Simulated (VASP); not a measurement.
# AlAs (F-43m) in VASP: a series of runs

Runs on AlAs. Level: PBEsol. Tasks: single point, relaxation of cell and atoms.

Program: VASP 6.6.1. These are calculated values, not measurements. Logs are shortened: lines on timing, memory, paths and dates and some standing lists are left out, and cuts for length are marked.

### 1 The cell of the first run

Symmetry: F-43m, No. 216, cubic system. Conventional cell: a = 5.674 Å, b = 5.674 Å, c = 5.674 Å, α = 90.00°, β = 90.00°, γ = 90.00°. Al (site symmetry -43m) has 4 As at 2.46 Å within 3.2 Å. Within 3.2 Å of As (site symmetry -43m) lie 4 Al at 2.46 Å.

### 2 Single point, PBEsol

Contents of INCAR:

```
SYSTEM = AlAs
ALGO     = Normal         ! electronic algorithm
EDIFF    = 1E-6           ! SCF threshold, eV
ENCUT    = 500            ! plane-wave cutoff, eV
GGA      = PS             ! functional
GGA_COMPAT= .FALSE.      
ISIF     = 2              ! what is computed and relaxed
ISMEAR   = 0              ! smearing method
LASPH    = .TRUE.         ! aspherical terms in the spheres
LCHARG   = .TRUE.         ! write CHGCAR
LELF     = .TRUE.         ! ELF
LREAL    = .FALSE.        ! projectors in reciprocal space
LVHAR    = .TRUE.       
LWAVE    = .FALSE.        ! write WAVECAR
NBANDS   = 11             ! bands
NELM     = 120            ! most SCF steps
PREC     = Accurate       ! precision mode
SIGMA    = 0.01           ! smearing width, eV
```

Contents of KPOINTS:

```
k-points
0
G
  8 8 8
  0 0 0
```

Contents of POSCAR:

```
AlAs
1.0
    0.0000000000      2.8372296537      2.8372296537
    2.8372296537      0.0000000000      2.8372296537
    2.8372296537      2.8372296537      0.0000000000
Al As
1 1
Direct
    0.0000000000      0.0000000000      0.0000000000
    0.2500000000      0.2500000000      0.2500000000
```

Potentials or basis: VASP PAW PBE potentials, release 64 (Al, As).

Command:

```bash
$ cat potpaw_PBE.64/Al/POTCAR potpaw_PBE.64/As/POTCAR > POTCAR
$ mpirun -np 1 vasp_std > vasp.out
```

OUTCAR:

```text
SYSTEM = AlAs
   EDIFF = 1E-6
   ENCUT = 500
   GGA = PS
   ISIF = 2
   ISMEAR = 0
   LASPH = .TRUE.
   LREAL = .FALSE.
   NELM = 120
   PREC = Accurate

 ion  position               nearest neighbor table
   1  0.000  0.000  0.000-   2 2.46   2 2.46   2 2.46   2 2.46
   2  0.250  0.250  0.250-   1 2.46   1 2.46   1 2.46   1 2.46

  LATTYP: Found a face centered cubic cell.
 ALAT       =     5.6744593074

  Lattice vectors:

 A1 = (   0.0000000000,   2.8372296537,   2.8372296537)
 A2 = (   2.8372296537,   0.0000000000,   2.8372296537)
 A3 = (   2.8372296537,   2.8372296537,   0.0000000000)

Analysis of symmetry for initial positions (statically):
=====================================================================
 Subroutine PRICEL returns:
 Original cell was already a primitive cell.

 Routine SETGRP: Setting up the symmetry group for a
 face centered cubic supercell.

 Subroutine GETGRP returns: Found 24 space group operations
 (whereof 24 operations were pure point group operations)
 out of a pool of 48 trial point group operations.

The static configuration has the point symmetry T_d .

Analysis of symmetry for dynamics (positions and initial velocities):
=====================================================================
 Subroutine PRICEL returns:
 Original cell was already a primitive cell.

 Routine SETGRP: Setting up the symmetry group for a
 face centered cubic supercell.

 Subroutine GETGRP returns: Found 24 space group operations
 (whereof 24 operations were pure point group operations)
 out of a pool of 48 trial point group operations.

The dynamic configuration has the point symmetry T_d .

 Subroutine INISYM returns: Found 24 space group operations
 (whereof 24 operations are pure point group operations),
 and found     1 'primitive' translations

----------------------------------------------------------------------------------------

                                     Primitive cell

  volume of cell :      45.6787

  direct lattice vectors                    reciprocal lattice vectors
     0.000000000  2.837229654  2.837229654    -0.176228244  0.176228244  0.176228244
     2.837229654  0.000000000  2.837229654     0.176228244 -0.176228244  0.176228244
     2.837229654  2.837229654  0.000000000     0.176228244  0.176228244 -0.176228244

  length of vectors
     4.012448656  4.012448656  4.012448656     0.305236273  0.305236273  0.305236273

  position of ions in fractional coordinates (direct lattice)
     0.000000000  0.000000000  0.000000000
     0.250000000  0.250000000  0.250000000

  ion indices of the primitive-cell ions
[... 85 lines left out ...]
   PSTRESS=    0.0 pullay stress
   NELECT =       8.0000    total number of electrons
   NUPDOWN=      -1.0000    fix difference up-down
   EMIN   =  10.00;   EMAX   =-10.00  energy-range for DOS
   EFERMI =   0.00;   METHOD = LEGACY
   ISMEAR =     0;   SIGMA  =   0.01  broadening in eV -4-tet -1-fermi 0-gaus
   EFERMI_NEDOS =   21; number of points for ismear=-14 and -15
   IALGO  =     38    algorithm
   IMIX   =      4    mixing-type and parameters
     AMIX     =   0.40;   BMIX     =  1.00
     AMIX_MAG =   1.60;   BMIX_MAG =  1.00
  volume/ion in A,a.u.               =      22.84       154.13
  Fermi-wavevector in a.u.,A,eV,Ry     =   0.915940  1.730876 11.414553  0.838946
  Thomas-Fermi vector in A             =   2.040739
   LORBIT       =      0    0 simple, 1 ext, 2 COOP (PROOUT), +10 PAW based schemes
   GGA     = PS    functional components
   LHFCALC =     F    Hartree Fock is set to
   AEXX    =    0.0000 exact exchange contribution
   IVDW    =     0    specifies the selected vdW correction
   LEPSILON=     F    determine dielectric tensor
   LRPA    =     F    only Hartree local field effects (RPA)
 non-spin polarized calculation
 Gauss-broadening in eV      SIGMA  =   0.01
  energy-cutoff  :      500.00
  volume of cell :       45.68
 maximum number of plane-waves:      1211
 NGX is ok and might be reduce to    30
   NGX = 15   NGY = 15   NGZ = 15

 number of electron       8.0000000 magnetization

 Free energy of the ion-electron system (eV)
  ---------------------------------------------------
  ext. energy  EPLUGINS =         0.00000000
  ---------------------------------------------------
  free energy    TOTEN  =       -10.06467670 eV

  energy without entropy =      -10.06467670  energy(sigma->0) =      -10.06467670

 E-fermi :   3.8269     XC(G=0):  -9.1678

 val. band max:        3.7409424633   @ k =   0.0000   0.0000   0.0000
 cond. band min:       5.0723314038   @ k =   0.5000   0.5000   0.0000
 fundamental gap:      1.3313889405
 Fermi energy:         3.8268643253

 k-point     1 :       0.0000    0.0000    0.0000
  band No.  band energies     occupation
      1      -8.1056      2.00000
      2       3.7409      2.00000
      3       3.7409      2.00000
      4       3.7409      2.00000
      5       5.6644      0.00000
      6       7.9916      0.00000
      7       7.9916      0.00000
      8       7.9916      0.00000
      9      12.4122      0.00000
     10      12.7170      0.00000
     11      12.7170      0.00000
[... 309 lines left out ...]
 k-point    24 :      -0.3750    0.2500    0.1250
  band No.  band energies     occupation
      1      -6.4350      2.00000
      2      -1.5147      2.00000
      3       1.0424      2.00000
      4       2.1983      2.00000
      5       7.3355      0.00000
      6       7.8974      0.00000
      7      10.3556      0.00000
      8      11.2864      0.00000
      9      12.0084      0.00000
     10      14.6293      0.00000
     11      15.8938      0.00000

 [... further k-points ...]

------------------------ aborting loop because EDIFF is reached ----------------------------------------

  FORCE on cell =-STRESS in cart. coord.  units (eV):
  Direction    XX          YY          ZZ          XY          YZ          ZX
  --------------------------------------------------------------------------------------
  -------------------------------------------------------------------------------------
  Total        0.0793893      0.0793893      0.0793893      0.0000000      0.0000000      0.0000000
  in kB        2.7845750      2.7845750      2.7845750      0.0000000      0.0000000      0.0000000
  external PRESSURE =       2.7845750 kB  Pullay stress =       0.0000000 kB

 VOLUME and BASIS-vectors are now :
 -----------------------------------------------------------------------------
  energy-cutoff  :      500.00
  volume of cell :       45.68
      direct lattice vectors                 reciprocal lattice vectors
     0.000000000  2.837229654  2.837229654    -0.176228244  0.176228244  0.176228244
     2.837229654  0.000000000  2.837229654     0.176228244 -0.176228244  0.176228244
     2.837229654  2.837229654  0.000000000     0.176228244  0.176228244 -0.176228244

 POSITION                                       TOTAL-FORCE (eV/Angst)
 -----------------------------------------------------------------------------------
      0.00000      0.00000      0.00000         0.000000     -0.000000     -0.000000
      1.41861      1.41861      1.41861        -0.000000      0.000000      0.000000
 -----------------------------------------------------------------------------------
    total drift:                                0.000000      0.000000      0.000000

  FREE ENERGIE OF THE ION-ELECTRON SYSTEM (eV)
  ---------------------------------------------------
  free  energy   TOTEN  =       -10.0646766993 eV

  energy  without entropy=      -10.0646766993  energy(sigma->0) =      -10.06467670
```

OSZICAR:

```text
N       E                     dE             d eps       ncg     rms          rms(c)
DAV:   1     0.123329970578E+02    0.12333E+02   -0.30299E+03   646   0.538E+02
DAV:   2    -0.944780054818E+01   -0.21781E+02   -0.20604E+02   804   0.842E+01
DAV:   3    -0.103238956697E+02   -0.87610E+00   -0.87477E+00   800   0.173E+01
DAV:   4    -0.103307815047E+02   -0.68858E-02   -0.68850E-02   744   0.185E+00
DAV:   5    -0.103309214197E+02   -0.13992E-03   -0.13991E-03   782   0.252E-01    0.325E+00
DAV:   6    -0.101127864220E+02    0.21813E+00   -0.35076E-01   698   0.211E+00    0.185E+00
DAV:   7    -0.100663577586E+02    0.46429E-01   -0.17203E-01   736   0.158E+00    0.650E-01
DAV:   8    -0.100646106962E+02    0.17471E-02   -0.10862E-02   710   0.485E-01    0.936E-02
DAV:   9    -0.100646268173E+02   -0.16121E-04   -0.50164E-04   743   0.120E-01    0.447E-02
DAV:  10    -0.100646728226E+02   -0.46005E-04   -0.50406E-05   706   0.390E-02    0.937E-03
DAV:  11    -0.100646768511E+02   -0.40285E-05   -0.69940E-06   750   0.132E-02    0.498E-03
DAV:  12    -0.100646766993E+02    0.15175E-06   -0.12656E-06   472   0.490E-03
   1 F= -.10064677E+02 E0= -.10064677E+02  d E =-.286488E-36
```

stdout:

```text
POSCAR found type information on POSCAR AlAs
 POSCAR found :  2 types and       2 ions
 scaLAPACK will be used
 -----------------------------------------------------------------------------
|                                                                             |
|                                                                             |
|     You enforced a specific xc type in the INCAR file but a different       |
|     I HOPE YOU KNOW WHAT YOU ARE DOING!                                     |
|                                                                             |
 -----------------------------------------------------------------------------

 LDA part: xc-table for (Slater+PW92), standard interpolation
 POSCAR, INCAR and KPOINTS ok, starting setup
 FFT: planning ... GRIDC
 FFT: planning ... GRID_SOFT
 FFT: planning ... GRID
 WAVECAR not read
 entering main loop
```

Run time: 10 s. Hardware: 1 thread of Intel Xeon 6975P-C (Granite Rapids), shared host; peak memory 0.17 GiB.

Results:

```yaml
Free_energy: -10.0647 eV
Pressure: 0.3 GPa
Band_gap_on_the_k_mesh: 1.33 eV (least direct gap 1.92 eV)
```

Levels at points of the mesh, in eV from the valence-band top:
```tsv
k point	band 2	band 3	band 4	band 5	band 6	band 7
(0.00, 0.00, 0.00)	0.00	0.00	0.00	1.92	4.25	4.25
(0.50, 0.00, 0.00)	-5.57	-0.82	-0.82	2.05	4.63	4.63
(0.50, 0.50, 0.00)	-5.42	-2.17	-2.17	1.33	2.22	10.23
```

Caveat: the PAW data sets were made with another functional, which shifts forces and pressure a little. A k mesh can miss the band edges.

### 3 Relaxation of cell and atoms, PBEsol

This run uses another cell than the first one, of 22.68 Å³/atom.

Contents of INCAR:

```
SYSTEM = AlAs
ALGO     = Normal         ! electronic algorithm
EDIFF    = 1E-7           ! SCF threshold, eV
EDIFFG   = -0.002         ! ionic threshold
ENCUT    = 500            ! plane-wave cutoff, eV
GGA      = PS             ! functional
GGA_COMPAT= .FALSE.      
IBRION   = 2              ! ionic algorithm
ISIF     = 3              ! what is computed and relaxed
ISMEAR   = 0              ! smearing method
LASPH    = .TRUE.         ! aspherical terms in the spheres
LCHARG   = .FALSE.        ! write CHGCAR
LREAL    = .FALSE.        ! projectors in reciprocal space
LWAVE    = .FALSE.        ! write WAVECAR
NELM     = 120            ! most SCF steps
NELMIN   = 4            
NSW      = 100            ! ionic steps
PREC     = Accurate       ! precision mode
SIGMA    = 0.02           ! smearing width, eV
```

KPOINTS is that of step 2.

Contents of POSCAR:

```
AlAs
1.0
    0.0000000000      2.8305000000      2.8305000000
    2.8305000000      0.0000000000      2.8305000000
    2.8305000000      2.8305000000      0.0000000000
Al As
1 1
Direct
    0.0000000000      0.0000000000      0.0000000000
    0.2500000000      0.2500000000      0.2500000000
```

Potentials or basis: VASP PAW PBE potentials, release 64 (Al, As).

Command:

```bash
$ cat potpaw_PBE.64/Al/POTCAR potpaw_PBE.64/As/POTCAR > POTCAR
$ mpirun -np 1 vasp_std > vasp.out
```

Run time: 13 s. Hardware: 1 thread of Intel Xeon 6975P-C (Granite Rapids), shared host; peak memory 0.17 GiB.

Results (log left out):

```
Free energy                           : -10.0648 eV
Relaxed volume                        : 22.93 Å³/atom
Relaxed cell                          : a = 4.018 Å, b = 4.018 Å, c = 4.018 Å, α = 60.00°, β = 60.00°, γ = 60.00°
Space group after relaxing (to 0.1 Å) : F-43m (No. 216)
Energy gained by relaxing             : 0.6 meV/atom
Ionic steps                           : 3
Pressure after relaxing               : 0.0 GPa
Band gap on the k mesh                : 1.34 eV (least direct gap 1.89 eV)
```

The path:
| step | energy change (eV) | largest force (eV/Å) | pressure (GPa) | volume (Å³) |
| --- | --- | --- | --- | --- |
| 1 | 0.0000 | 0.0000 | 0.81 | 45.35 |
| 2 | -0.0009 | 0.0000 | -0.40 | 46.11 |
| 3 | -0.0012 | 0.0000 | 0.00 | 45.85 |

Final structure:
```
Al As
1.0
     0.00000    2.84083    2.84083
     2.84083    0.00000    2.84083
     2.84083    2.84083    0.00000
Al As
1 1
Direct
  0.00000 0.00000 0.00000
  0.25000 0.25000 0.25000
```

Levels at points of the mesh, in eV from the valence-band top:
```tsv
k point	band 2	band 3	band 4	band 5	band 6	band 7
(0.00, 0.00, 0.00)	0.00	0.00	0.00	1.89	4.24	4.24
(0.50, 0.00, 0.00)	-5.55	-0.82	-0.82	2.04	4.62	4.62
(0.50, 0.50, 0.00)	-5.40	-2.16	-2.16	1.34	2.22	10.20
```

Caveat: the PAW data sets were made with another functional, which shifts forces and pressure a little. A k mesh can miss the band edges.
